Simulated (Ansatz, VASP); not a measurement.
## One calculation of Sn2TeO2, two programs

```
Sn Te O
1.0
     3.04055   -4.96119    0.00000
     3.04055    4.96119    0.00000
     0.00000    0.00000    3.96196
Sn Te O
2 1 2
Direct
  0.64594 0.35406 0.50000
  0.35406 0.64594 0.50000
  0.00000 0.00000 0.50000
  0.00000 0.00000 0.00000
  0.50000 0.50000 0.00000
```

Alike in both runs: functional PBE; k mesh 8 × 8 × 10; occupations gaussian, width 0.1 eV; no spin polarisation.

Ansatz relaxed the structure, and its values are those at the end. VASP's run is a single point on that final structure, the one shown.

|  | VASP | Ansatz |
| --- | --- | --- |
| version | VASP 6.6.1 | Ansatz 0.2.0 |
| potentials or method | VASP PAW PBE potentials, release 64 (Sn_d, Te, O), cutoff 520 eV | scalar-relativistic, plane waves, PAW |
| valence electrons in the cell | 46 | 56 |

|  | VASP | Ansatz | Ansatz less VASP |
| --- | --- | --- | --- |
| gap on the k mesh at the Fermi level (eV) | none | none | - |
| pressure (GPa) | -0.1 | 0.0 | +0.07 |
| rms of the force components (eV/Å) | 0.007 | 0.003 | -0.0044 |

A gap of «none» marks a metal or a gap that the smearing closes. VASP's potentials hold 46 valence electrons a cell and Ansatz's 56, so a difference there can come from the potentials and not from the codes.

Spin-orbit coupling is off throughout.
